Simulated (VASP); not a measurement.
Wanted: the native input for a VASP 6.6.1 run.

| Item | Value |
| --- | --- |
| Task | single point |
| Functional | r2SCAN |
| Potentials or basis | VASP PAW PBE potentials, release 64 (Hf_pv, O) |
| Cutoff | 520 eV |
| k mesh | 8 × 8 × 8 |
| Occupations | gaussian, width 0.01 eV |
| Spin | no spin polarisation |
| Dipole correction | no |
| Further INCAR settings | ALGO = Normal; EDIFF = 1e-07; NBANDS = 18 |

HfO2:

```
CELL_PARAMETERS angstrom
0.00000 2.57879 2.57879
2.57879 0.00000 2.57879
2.57879 2.57879 0.00000
ATOMIC_POSITIONS crystal
Hf 0.00000 0.00000 0.00000
O 0.25000 0.25000 0.25000
O 0.75000 0.75000 0.75000
```

This cell differs from its parent crystal: volume changed by +6%.

These files were run (other wordings do the same):

POSCAR

```
HfO2
1.0
    0.0000000000      2.5787867217      2.5787867217
    2.5787867217      0.0000000000      2.5787867217
    2.5787867217      2.5787867217      0.0000000000
Hf O
1 2
Direct
    0.0000000000      0.0000000000      0.0000000000
    0.2500000000      0.2500000000      0.2500000000
    0.7500000000      0.7500000000      0.7500000000
```

INCAR.step1

```
PREC = Accurate
ENCUT = 520
ISMEAR = 0
SIGMA = 0.01
LREAL = F
LASPH = T
NELM = 60
NBANDS = 18
GGA = PE
ALGO = Normal
EDIFF = 1E-4
LWAVE = T
LCHARG = F
```

INCAR.step2

```
PREC = Accurate
ENCUT = 520
EDIFF = 1E-7
ISMEAR = 0
SIGMA = 0.01
LREAL = F
LASPH = T
NELM = 60
ALGO = Normal
ISIF = 2
LWAVE = F
LCHARG = T
METAGGA = R2SCAN
LMIXTAU = T
LELF = T
LVHAR = T
NBANDS = 18
ISTART = 1
```

KPOINTS

```
Automatic mesh
0
Gamma
  8 8 8
```

Potentials or basis: VASP PAW PBE potentials, release 64 (Hf_pv, O).

The run is started by

```console
$ cat potpaw_PBE.64/Hf_pv/POTCAR potpaw_PBE.64/O/POTCAR > POTCAR
$ cp INCAR.step1 INCAR
$ mpirun -np 1 vasp_std > vasp.out
$ cp INCAR.step2 INCAR
$ mpirun -np 1 vasp_std > vasp.out
```

It gave:

```yaml
Pressure: -17.4 GPa
Band_gap_on_the_k_mesh: 4.14 eV, direct
```

Caveat: the PAW data sets were made with another functional, which shifts forces and pressure a little; spin-orbit coupling is left out, which moves the levels of the heavy elements.

Run time: 51 s on 1 thread of Intel(R) Xeon(R) 6975P-C (Granite Rapids) (shared host), peak memory 0.17 GiB.
